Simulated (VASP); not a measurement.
Na2SrO2:

```
Na Sr O
1.0
     3.78924    0.00000    0.00000
    -1.89462    3.28157    0.00000
     0.00000    0.00000    6.27136
Na Sr O
2 1 2
Direct
  0.66667 0.33333 0.63028
  0.33333 0.66667 0.36972
  0.00000 0.00000 0.00000
  0.66667 0.33333 0.23137
  0.33333 0.66667 0.76863
```

Base run:

```yaml
Program: VASP 6.6.1
Functional: PBE
Potentials_or_basis: VASP PAW PBE potentials, release 64 (Na_pv, Sr_sv, O)
Cutoff: 520 eV
k_mesh: 6 × 6 × 4
Occupations: gaussian, width 0.02 eV
Spin: no spin polarisation
```

Its results: band gap on the k mesh 2.61 eV; pressure 0.3 GPa; largest force 0.029 eV/Å.

Problem. The run is repeated on the same cell with these changes: functional from PBE to r2SCAN; further incar settings from ALGO = Normal; EDIFF = 1e-06; NBANDS = 26 to ALGO = Normal; EDIFF = 1e-07; NBANDS = 26. What comes out?

Solution. Band gap on the k mesh 3.20 eV; pressure -2.1 GPa; largest force 0.109 eV/Å.

Caveats: the PAW data sets were made with another functional, which shifts forces and pressure a little (at least some runs).

